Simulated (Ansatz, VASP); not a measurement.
# GaP in VASP and in Ansatz

```xyz
2
Lattice="0.0000 2.6162 2.7252 2.6162 0.0000 2.7252 2.6162 2.6162 0.0000" Properties=species:S:1:pos:R:3 pbc="T T T"
Ga    0.0000    0.0000    0.0000
P     3.9244    3.9244    4.0879
```

Change from the starting cell: strain -0.040 along x and y, +0.000 along z, atoms carried along.

Alike in both runs: task single point; functional PBEsol; k mesh 8 × 8 × 8; occupations gaussian, width 0.05 eV; no spin polarisation.

|  | VASP | Ansatz |
| --- | --- | --- |
| version | VASP 6.6.1 | Ansatz 0.2.0 |
| potentials or method | VASP PAW PBE potentials, release 64 (Ga_d, P), cutoff 520 eV | scalar-relativistic, plane waves, PAW |
| valence electrons in the cell | 18 | 18 |

Ansatz gave:

```
gap on the k mesh at the Fermi level (eV)                     : 1.15
least direct gap on the mesh (eV)                             : 2.32
pressure (GPa)                                                : 7.5
traceless stress, the component that is largest in VASP (GPa) : -2.19
```

Q: What did VASP give for the same quantities?

A: gap on the k mesh at the Fermi level (eV): 1.15; least direct gap on the mesh (eV): 2.33; pressure (GPa): 7.3; traceless stress, the component that is largest in VASP (GPa): -2.20.

VASP's potentials were made for PBE, not for PBEsol.
